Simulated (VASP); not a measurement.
# Si9O16 (a cell with a defect) in VASP: a series of runs

Si9O16 (a cell with a defect) is run at these levels: PBE+D3(BJ); tasks: single point.

Everything below comes from runs of VASP 6.6.1. Logs are shortened: lines on timing, memory, paths and dates and some standing lists are left out, and cuts for length are marked.

## 1. The cell of the first run

The cell holds a defect, 25 atoms: a = 5.804 Å, b = 5.804 Å, c = 5.283 Å, α = 90.00°, β = 90.00°, γ = 90.00°.

## 2. Single point, PBE+D3(BJ)

File INCAR:

```
PREC = Accurate
ENCUT = 520
EDIFF = 1E-6
ISMEAR = -1
SIGMA = 0.02
LREAL = Auto
LASPH = True
NELM = 80
ALGO = Normal
ISIF = 2
LWAVE = False
LCHARG = True
GGA = PE
IVDW = 12
LELF = True
LVHAR = True
NBANDS = 84
```

File KPOINTS:

```
regular mesh
0
Gamma
  3 3 3
```

File POSCAR:

```
Si9O16
1.0
   -4.1043000000     -4.1043000000      0.0000000000
    4.1043000000     -4.1043000000      0.0000000000
    0.0000000000      0.0000000000      5.2834000000
Si O
9 16
Direct
    0.4816035333      0.4759531120     -0.0058709266
   -0.0294569881      0.5262572346      0.2499012114
    0.4815933306      0.4759694786      0.5057300435
   -0.0098815817      0.5057831290      0.7499090431
    0.0229158063      0.0184477040     -0.0139680765
    0.3873862974      0.0166578394      0.2498955624
    0.0229215134      0.0184169785      0.5137676713
    0.5282648653     -0.0091493774      0.7499126778
    0.6942032826      0.8368129446      0.2498661438
    0.1818441153      0.5048007660     -0.0007465506
    0.0115235783      0.2103999923      0.2499209055
    0.7867996950      0.4760299311     -0.0121131100
    0.1132959745      0.8533971264      0.2498992921
    0.1818425377      0.5048292494      0.5005751064
    0.0128668375      0.2107888597      0.7498742539
    0.7867974591      0.4760943973      0.5119361825
    0.0158992771      0.8032471048      0.7499301300
    0.7352698902      0.0012569533     -0.0251854773
    0.4791278654      0.6412112360      0.2499384117
    0.3123297924      0.0191447024     -0.0442924391
    0.4784270952      0.2847768858      0.2499317061
    0.7352641827      0.0011389628      0.5249716785
    0.4970801517      0.6904826368      0.7499530607
    0.3123539485      0.0190792312      0.5440936923
    0.4979415403      0.2961926215      0.7499044072
```

Potentials or basis: VASP PAW PBE potentials, release 64 (Si, O).

On the command line:

```sh
> cat potpaw_PBE.64/Si/POTCAR potpaw_PBE.64/O/POTCAR > POTCAR
> mpirun -np 1 vasp_std > vasp.out
```

OUTCAR:

```text
PREC = Accurate
   ENCUT = 520
   EDIFF = 1E-6
   ISMEAR = -1
   LREAL = Auto
   LASPH = True
   NELM = 80
   ISIF = 2
   GGA = PE
   IVDW = 12
 IVDW          = 12

 ion  position               nearest neighbor table
   1  0.482  0.476  0.994-  19 1.66  25 1.66  10 1.75  21 1.75  12 1.77  23 1.80   3 2.58   3 2.70
                             9 2.78   6 3.04   8 3.11   4 3.14
   2  0.971  0.526  0.250-  12 1.77  16 1.77  10 1.81  14 1.81  11 1.85  13 2.07   9 2.41   4 2.65
                             4 2.65
   3  0.482  0.476  0.506-  19 1.66  25 1.66  14 1.75  21 1.75  16 1.77  23 1.80   1 2.58   1 2.70
                             9 2.78   6 3.04   8 3.11   4 3.14
   4  0.990  0.506  0.750-  15 1.72  14 1.72  10 1.72  16 1.73  12 1.73  17 1.73   2 2.65   2 2.65
                             5 3.10   7 3.10   3 3.14   1 3.14
   5  0.023  0.018  0.986-  18 1.67  15 1.68  20 1.69  17 1.77  13 1.77  11 1.79   7 2.50   6 2.53
                             9 2.59   7 2.79   4 3.10   8 3.13
   6  0.387  0.017  0.250-  20 1.61  24 1.61  21 1.64  13 1.85   9 2.06  19 2.24  11 2.45  22 2.49
                            18 2.49   7 2.53   5 2.53   8 2.77   8 2.77   1 3.04   3 3.04
   7  0.023  0.018  0.514-  22 1.67  15 1.68  24 1.69  17 1.77  13 1.77  11 1.79   5 2.50   6 2.53
                             9 2.59   5 2.79   4 3.10   8 3.13
   8  0.528  0.991  0.750-  24 1.67  20 1.67  18 1.69  22 1.69  23 1.75  25 1.78   6 2.77   6 2.77
                             9 2.95   9 2.95   1 3.11   3 3.11   5 3.13   7 3.13
   9  0.694  0.837  0.250-  19 1.69  22 1.75  18 1.75   6 2.06   2 2.41  13 2.43   5 2.59   7 2.59
                             1 2.78   3 2.78   8 2.95   8 2.95
  10  0.182  0.505  0.999-   4 1.72   1 1.75   2 1.81
  11  0.012  0.210  0.250-   7 1.79   5 1.79   2 1.85   6 2.45
  12  0.787  0.476  0.988-   4 1.73   2 1.77   1 1.77
  13  0.113  0.853  0.250-   7 1.77   5 1.77   6 1.85   2 2.07   9 2.43
  14  0.182  0.505  0.501-   4 1.72   3 1.75   2 1.81
  15  0.013  0.211  0.750-   7 1.68   5 1.68   4 1.72
  16  0.787  0.476  0.512-   4 1.73   2 1.77   3 1.77
  17  0.016  0.803  0.750-   4 1.73   5 1.77   7 1.77
  18  0.735  0.001  0.975-   5 1.67   8 1.69   9 1.75   6 2.49
  19  0.479  0.641  0.250-   3 1.66   1 1.66   9 1.69   6 2.24
  20  0.312  0.019  0.956-   6 1.61   8 1.67   5 1.69
  21  0.478  0.285  0.250-   6 1.64   1 1.75   3 1.75
  22  0.735  0.001  0.525-   7 1.67   8 1.69   9 1.75   6 2.49
  23  0.497  0.690  0.750-   8 1.75   1 1.80   3 1.80
  24  0.312  0.019  0.544-   6 1.61   8 1.67   7 1.69
  25  0.498  0.296  0.750-   3 1.66   1 1.66   8 1.78

  LATTYP: Found a simple tetragonal cell.
 ALAT       =     5.8043567240
 C/A-ratio  =     0.9102472937

  Lattice vectors:

 A1 = (  -4.1043000000,  -4.1043000000,   0.0000000000)
 A2 = (   4.1043000000,  -4.1043000000,   0.0000000000)
 A3 = (   0.0000000000,   0.0000000000,   5.2834000000)

Analysis of symmetry for initial positions (statically):
=====================================================================
 Subroutine PRICEL returns:
 Original cell was already a primitive cell.

 Routine SETGRP: Setting up the symmetry group for a
 simple tetragonal supercell.

 Subroutine GETGRP returns: Found  1 space group operations
 (whereof  1 operations were pure point group operations)
 out of a pool of 16 trial point group operations.

The static configuration has the point symmetry C_1 .

Analysis of symmetry for dynamics (positions and initial velocities):
=====================================================================
 Subroutine PRICEL returns:
 Original cell was already a primitive cell.

 Routine SETGRP: Setting up the symmetry group for a
 simple tetragonal supercell.

 Subroutine GETGRP returns: Found  1 space group operations
 (whereof  1 operations were pure point group operations)
 out of a pool of 16 trial point group operations.

The dynamic configuration has the point symmetry C_1 .

 Subroutine INISYM returns: Found  1 space group operations
 (whereof  1 operations are pure point group operations),
 and found     1 'primitive' translations

----------------------------------------------------------------------------------------

                                     Primitive cell

  volume of cell :     178.0007

  direct lattice vectors                    reciprocal lattice vectors
    -4.104300000 -4.104300000  0.000000000    -0.121823453 -0.121823453  0.000000000
[... 72 lines left out ...]
    -0.040607818 -0.040607818  0.000000000     0.333333333  0.000000000  0.000000000
     0.040607818 -0.040607818  0.000000000     0.000000000  0.333333333  0.000000000
     0.000000000  0.000000000  0.063090687     0.000000000  0.000000000  0.333333333

  Length of vectors
     0.057428127  0.057428127  0.063090687

  Shift w.r.t. Gamma in fractional coordinates (k-lattice)
     0.000000000  0.000000000  0.000000000

 Subroutine IBZKPT returns following result:
 ===========================================

 Found     14 irreducible k-points:

 Following reciprocal coordinates:
            Coordinates               Weight
  0.000000  0.000000  0.000000      1.000000
  0.333333  0.000000  0.000000      2.000000
  0.000000  0.333333  0.000000      2.000000
  0.333333  0.333333  0.000000      2.000000
 -0.333333  0.333333  0.000000      2.000000
  0.000000  0.000000  0.333333      2.000000
  0.333333  0.000000  0.333333      2.000000
  0.000000  0.333333  0.333333      2.000000
 -0.333333  0.000000  0.333333      2.000000
  0.000000 -0.333333  0.333333      2.000000
  0.333333  0.333333  0.333333      2.000000
 -0.333333  0.333333  0.333333      2.000000
 -0.333333 -0.333333  0.333333      2.000000
  0.333333 -0.333333  0.333333      2.000000
   k-points           NKPTS =     14   k-points in BZ     NKDIM =     14   number of bands    NBANDS=     84
   number of dos      NEDOS =    301   number of ions     NIONS =     25
   total plane-waves  NPLWV =  92160
   dimension x,y,z NGX =    48 NGY =   48 NGZ =   40
   dimension x,y,z NGXF=    96 NGYF=   96 NGZF=   80
   ions per type =               9  16
   NGX,Y,Z   is equivalent  to a cutoff of  13.75, 13.75, 12.59 a.u.
   NGXF,Y,Z  is equivalent  to a cutoff of  27.50, 27.50, 25.17 a.u.
 SYSTEM =  unknown system
   PREC   = accura    normal or accurate (medium, high low for compatibility)
   ISTART =      0    job   : 0-new  1-cont  2-samecut
   ICHARG =      2    charge: 1-file 2-atom 10-const
   ISPIN  =      1    spin polarized calculation?
   LNONCOLLINEAR =      F non collinear calculations
   LSORBIT =      F    spin-orbit coupling
   LASPH  =      T    aspherical Exc in radial PAW
   ENCUT  =  520.0 eV  38.22 Ry    6.18 a.u.  10.79 10.79  9.82*2*pi/ulx,y,z
   NELM   =     80;   NELMIN=  2; NELMDL= -5     # of ELM steps
   EDIFF  = 0.1E-05   stopping-criterion for ELM
   LREAL  =      T    real-space projection
   EDIFFG = 0.1E-04   stopping-criterion for IOM
   NSW    =      0    number of steps for IOM
   IBRION =     -1    ionic relax: 0-MD 1-quasi-New 2-CG
   NFREE  =      0    steps in history (QN), initial steepest desc. (CG)
   ISIF   =      2    stress and relaxation
   ISYM   =      2    0-nonsym 1-usesym 2-fastsym
   POTIM  = 0.5000    time-step for ionic-motion
   TEBEG  =    0.0;   TEEND  =   0.0 temperature during run
   PSTRESS=    0.0 pullay stress
   NELECT =     132.0000    total number of electrons
   NUPDOWN=      -1.0000    fix difference up-down
   EMIN   =  10.00;   EMAX   =-10.00  energy-range for DOS
   EFERMI =   0.00;   METHOD = LEGACY
   ISMEAR =    -1;   SIGMA  =   0.02  broadening in eV -4-tet -1-fermi 0-gaus
   EFERMI_NEDOS =   21; number of points for ismear=-14 and -15
   IALGO  =     38    algorithm
   IMIX   =      4    mixing-type and parameters
     AMIX     =   0.40;   BMIX     =  1.00
     AMIX_MAG =   1.60;   BMIX_MAG =  1.00
  volume/ion in A,a.u.               =       7.12        48.05
  Fermi-wavevector in a.u.,A,eV,Ry     =   1.481809  2.800213 29.875103  2.195758
  Thomas-Fermi vector in A             =   2.595673
   LORBIT       =      0    0 simple, 1 ext, 2 COOP (PROOUT), +10 PAW based schemes
   GGA     = PE    functional components
   LHFCALC =     F    Hartree Fock is set to
   AEXX    =    0.0000 exact exchange contribution
   IVDW    =    12    specifies the selected vdW correction
   LEPSILON=     F    determine dielectric tensor
   LRPA    =     F    only Hartree local field effects (RPA)
 non-spin polarized calculation
  energy-cutoff  :      520.00
  volume of cell :      178.00
 maximum number of plane-waves:      4807
 NGX is ok and might be reduce to    48
   NGX = 21   NGY = 21   NGZ = 19

 number of electron     131.9999977 magnetization

 Free energy of the ion-electron system (eV)
  ---------------------------------------------------
  ext. energy  EPLUGINS =         0.00000000
  ---------------------------------------------------
  free energy    TOTEN  =      -172.97772938 eV

  energy without entropy =     -172.97772938  energy(sigma->0) =     -172.97772938

 E-fermi :  13.4971     XC(G=0): -12.8290

 val. band max:       12.9442741260   @ k =   0.0000   0.3333   0.3333
 cond. band min:      15.7199599924   @ k =   0.3333   0.0000   0.0000
 fundamental gap:      2.7756858664
 Fermi energy:        13.4971498094

 k-point     1 :       0.0000    0.0000    0.0000
  band No.  band energies     occupation
      1     -13.7863      2.00000
      2     -12.1442      2.00000
      3     -11.3719      2.00000
      4     -11.1492      2.00000
      5     -10.8471      2.00000
      6     -10.7324      2.00000
[... 1123 lines left out ...]
     77      19.8679      0.00000
     78      20.2063      0.00000
 [bands above 78 left out]

------------------------ aborting loop because EDIFF is reached ----------------------------------------

 Edisp (eV)   -6.99259

 E8    (eV) :    -2.4365

  FORCE on cell =-STRESS in cart. coord.  units (eV):
  Direction    XX          YY          ZZ          XY          YZ          ZX
  --------------------------------------------------------------------------------------
  -------------------------------------------------------------------------------------
  Total      53.44779    79.81868    75.76097    -4.63061     0.00796    -0.01046
  in kB     481.08153   718.44484   681.92152   -41.67994     0.07167    -0.09413
  external pressure =      627.15 kB  Pullay stress =        0.00 kB

 VOLUME and BASIS-vectors are now :
 -----------------------------------------------------------------------------
  energy-cutoff  :      520.00
  volume of cell :      178.00
      direct lattice vectors                 reciprocal lattice vectors
    -4.104300000 -4.104300000  0.000000000    -0.121823453 -0.121823453  0.000000000
     4.104300000 -4.104300000  0.000000000     0.121823453 -0.121823453  0.000000000
     0.000000000  0.000000000  5.283400000     0.000000000  0.000000000  0.189272060

 POSITION                                       TOTAL-FORCE (eV/Angst)
 -----------------------------------------------------------------------------------
     -0.02319     -3.93010      5.25238         0.007007      0.015911     -0.002421
     -1.82348     -6.14332      1.32033        -0.026688     -0.027532      0.000801
     -0.02308     -3.93013      2.67197         0.006710      0.014659      0.002334
     -1.98786     -6.13963      3.96207         0.000336      0.012411      0.000501
     -0.01834     -0.16977      5.20960         0.001239     -0.011060     -0.010846
     -1.52158     -1.65832      1.32030        -0.106829     -0.033984     -0.000057
[... 17 lines left out ...]
     -1.20369     -1.36030      2.87466         0.019532      0.017951      0.034868
     -0.82804     -3.25936      3.96204        -0.024463      0.019384      0.000645
 -----------------------------------------------------------------------------------
    total drift:                                0.001546      0.014467     -0.002007

  FREE ENERGIE OF THE ION-ELECTRON SYSTEM (eV)
  ---------------------------------------------------
  free  energy   TOTEN  =      -179.9703205254 eV

  energy  without entropy=     -179.9703205254  energy(sigma->0) =     -179.97032053
```

Run time: 9.3 min. Hardware: 1 thread of Intel Xeon 8259CL, shared host; peak memory 0.36 GiB.

What came out:

```yaml
Free_energy: -179.9703 eV
Pressure: 62.7 GPa
Largest_force: 0.112 eV/Å
Band_gap_on_the_k_mesh: 2.78 eV
Dispersion_energy_per_atom: -0.280 eV
```

Forces in eV/Å, atoms in the order of the input:
```
Si   0.007  0.016 -0.002
Si  -0.027 -0.028  0.001
Si   0.007  0.015  0.002
Si   0.000  0.012  0.001
Si   0.001 -0.011 -0.011
Si  -0.107 -0.034  0.000
Si   0.002 -0.011  0.012
Si   0.036 -0.015 -0.001
Si   0.012 -0.007  0.000
O   -0.004 -0.005  0.008
O    0.009 -0.009  0.000
O    0.019  0.001  0.003
O   -0.012  0.013 -0.001
O   -0.004 -0.005 -0.008
O    0.043 -0.031  0.000
O    0.019  0.002 -0.003
O   -0.014  0.033  0.000
O   -0.005  0.011 -0.015
O   -0.019 -0.013  0.000
O    0.020  0.017 -0.034
O    0.032  0.006 -0.001
O   -0.005  0.012  0.015
O   -0.006 -0.006  0.000
O    0.020  0.018  0.035
O   -0.024  0.019  0.001
```

Levels at points of the mesh, in eV from the valence-band top:
```csv
k point,band 64,band 65,band 66,band 67,band 68,band 69
"(0.00, 0.00, 0.00)",-3.23,-1.10,-0.72,3.19,3.29,3.73
```

## 3. Single point, PBE+D3(BJ)

File INCAR:

```
SYSTEM = Si9O16
ALGO = Normal
EDIFF = 1E-6
ENCUT = 520
GGA = PE
ISIF = 2
ISMEAR = -1
IVDW = 12
LASPH = .TRUE.
LCHARG = .FALSE.
LREAL = Auto
LWAVE = .FALSE.
NBANDS = 84
NELM = 100
PREC = Accurate
SIGMA = 0.02
```

File KPOINTS:

```
k-points
0
G
  3 3 3
  0 0 0
```

File POSCAR:

```
Si9O16
1.0
   -4.1043000000     -4.1043000000      0.0000000000
    4.1043000000     -4.1043000000      0.0000000000
    0.0000000000      0.0000000000      5.2834000000
Si O
9 16
Direct
    0.4763300949      0.4818141565     -0.0142862861
    0.1118405482      0.4837204266      0.2495707823
    0.4763178917      0.4818728042      0.5134535107
   -0.0290052828      0.5093413158      0.7496151127
    0.0177584773      0.0243883514     -0.0061459654
    0.5286729032     -0.0258126660      0.2495852874
    0.0177756835      0.0243176216      0.5054698875
    0.5092658823     -0.0055188447      0.7496109167
    0.8048598960      0.6635188016      0.2494556070
    0.1869105382      0.4811034607     -0.0446230104
    0.0211453774      0.2155820370      0.2496872161
    0.7639890738      0.4986910228     -0.0254828741
    0.0199741953      0.8591268286      0.2496825904
    0.1868437253      0.4813791838      0.5437988545
    0.0015320702      0.2040599805      0.7495751903
    0.7640109774      0.4990731054      0.5246004175
    0.0020597524      0.8098233694      0.7497440711
    0.7124633612      0.0244999853     -0.0123867158
    0.3858705471      0.6468238291      0.2495696073
    0.3174313845     -0.0046280038     -0.0011004302
    0.4876808567      0.2897888071      0.2496519351
    0.7124628562      0.0242685127      0.5116106378
    0.4834593240      0.6970007690      0.7496735473
    0.3174376707     -0.0047172658      0.5003403833
    0.4862403153      0.2894329210      0.7495118871
```

Potentials or basis: VASP PAW PBE potentials, release 64 (Si, O).

On the command line:

```sh
> cat potpaw_PBE.64/Si/POTCAR potpaw_PBE.64/O/POTCAR > POTCAR
> mpirun -np 1 vasp_std > vasp.out
```

It took 9.5 min on 1 thread of Intel Xeon 8259CL, shared host; peak memory 0.36 GiB.

The run converged. Its results:

```yaml
Free_energy: -179.9703 eV
Pressure: 62.7 GPa
Largest_force: 0.131 eV/Å
Band_gap_on_the_k_mesh: 2.77 eV
Dispersion_energy_per_atom: -0.280 eV
```

Forces on the atoms (eV/Å):
```
Si  -0.005  0.023 -0.016
Si   0.127  0.028  0.000
Si  -0.005  0.021  0.017
Si  -0.023  0.009  0.000
Si  -0.007 -0.004  0.004
Si   0.029  0.027  0.000
Si  -0.006 -0.003 -0.003
Si   0.007 -0.007  0.000
Si  -0.041 -0.008  0.000
O   -0.018 -0.026 -0.028
O   -0.039  0.018 -0.002
O    0.014 -0.010 -0.015
O    0.020  0.007  0.000
O   -0.020 -0.026  0.030
O    0.035 -0.016  0.002
O    0.012 -0.006  0.014
O   -0.001  0.011  0.000
O   -0.031 -0.006  0.004
O    0.002 -0.016  0.000
O    0.002  0.003  0.017
O    0.001  0.000 -0.001
O   -0.028 -0.008 -0.005
O    0.009 -0.037  0.000
O    0.003  0.003 -0.016
O   -0.036  0.023 -0.001
```

Stress tensor (GPa, compression positive):
```
48.12 -4.18  0.03
-4.18 71.84 -0.02
 0.03 -0.02 68.18
```

Levels at points of the mesh, in eV from the valence-band top:
| k point | band 64 | band 65 | band 66 | band 67 | band 68 | band 69 |
| --- | --- | --- | --- | --- | --- | --- |
| (0.00, 0.00, 0.00) | -3.23 | -1.11 | -0.72 | 3.18 | 3.29 | 3.73 |

(Part 1 of 2 ends here.)
